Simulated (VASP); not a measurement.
Crystal: BW3.

```
B W
1.0
     3.88729    0.00000    0.00000
     0.00000    3.88729    0.00000
     0.00000    0.00000    3.88729
B W
1 3
Direct
  0.00000 0.00000 0.00000
  0.50000 0.50000 0.00000
  0.50000 0.00000 0.50000
  0.00000 0.50000 0.50000
```

The cell was generated, and may not be a known phase.

- Program: VASP 6.6.1
- Task: relaxation of cell and atoms
- Functional: PBE
- Potentials or basis: VASP PAW PBE potentials, release 64 (B, W_sv)
- Cutoff: 600 eV
- k mesh: 4 × 4 × 4
- Occupations: gaussian, width 0.1 eV
- Spin: no spin polarisation

At the start: pressure -11.9 GPa; volume 14.69 Å³/atom.

Task: Where does the relaxation end?

Result: Over 4 steps the energy falls by 25.6 meV/atom and the volume is 14.02 Å³/atom (-4.5 %); space group Pm-3m (No. 221, to 0.1 Å) before and after.

The path:
```
step  energy change (eV)  largest force (eV/Å)  pressure (GPa)  volume (Å³)
   1              0.0000                0.0000          -11.86        58.74
   2              0.6105                0.0000           41.29        49.97
   3             -0.1024                0.0000           -0.55        56.19
   4             -0.1026                0.0000           -0.11        56.10
```

Final structure:
```cif
data_structure
_symmetry_space_group_name_H-M 'P 1'
_symmetry_Int_Tables_number 1
_cell_length_a 3.8281
_cell_length_b 3.8281
_cell_length_c 3.8281
_cell_angle_alpha 90.000
_cell_angle_beta 90.000
_cell_angle_gamma 90.000
_cell_volume 56.10
loop_
_atom_site_label
_atom_site_type_symbol
_atom_site_fract_x
_atom_site_fract_y
_atom_site_fract_z
_atom_site_occupancy
B1 B 0.00000 0.00000 0.00000 1
W1 W 0.50000 0.50000 0.00000 1
W2 W 0.50000 0.00000 0.50000 1
W3 W 0.00000 0.50000 0.50000 1
```

Caveat: the k points lie up to 0.41 Å⁻¹ apart in the final cell, too coarse for converged energies and pressures of a metal.
